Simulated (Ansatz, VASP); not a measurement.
**One calculation of Bi2Se3, two programs**

```xyz
5
Lattice="2.0094 1.1601 9.5453 -2.0094 1.1601 9.5453 0.0000 -2.3202 9.5453" Properties=species:S:1:pos:R:3 pbc="T T T"
Bi    0.0000    0.0000   11.4773
Bi    0.0000    0.0000   17.1587
Se    0.0000    0.0000    0.0000
Se    0.0000    0.0000    6.0622
Se    0.0000    0.0000   22.5738
```

Change from the starting cell: equal xx and yy strain of -3 %, crystal datasets.

Alike in both runs: task electric field gradients; functional PBEsol; k mesh 6 × 6 × 6; occupations fermi-dirac, width 0.03 eV; no spin polarisation.

```csv
,VASP,Ansatz
version,VASP 6.6.1,Ansatz 0.2.0
potentials or method,"VASP PAW PBE potentials, release 64 (Bi_d, Se), cutoff 520 eV","all-electron PAW with datasets made for the crystal, scalar-relativistic"
```

```csv
,VASP,Ansatz,Ansatz less VASP
pressure (GPa),4.1,4.0,-0.06
"traceless stress, the component that is largest in VASP (GPa)",-0.85,-0.86,-0.004
rms of the force components (eV/Å),0.255,0.246,-0.0094
size of Vzz on the site where it differs most (V/Å²),12.0,4.7,-7.33
```

VASP's potentials were made for PBE, not for PBEsol. Atom by atom the forces differ by 0.009 eV/Å (rms over components). Ansatz ran all-electron here, and VASP with PAW potentials.

Spin-orbit coupling is off throughout.
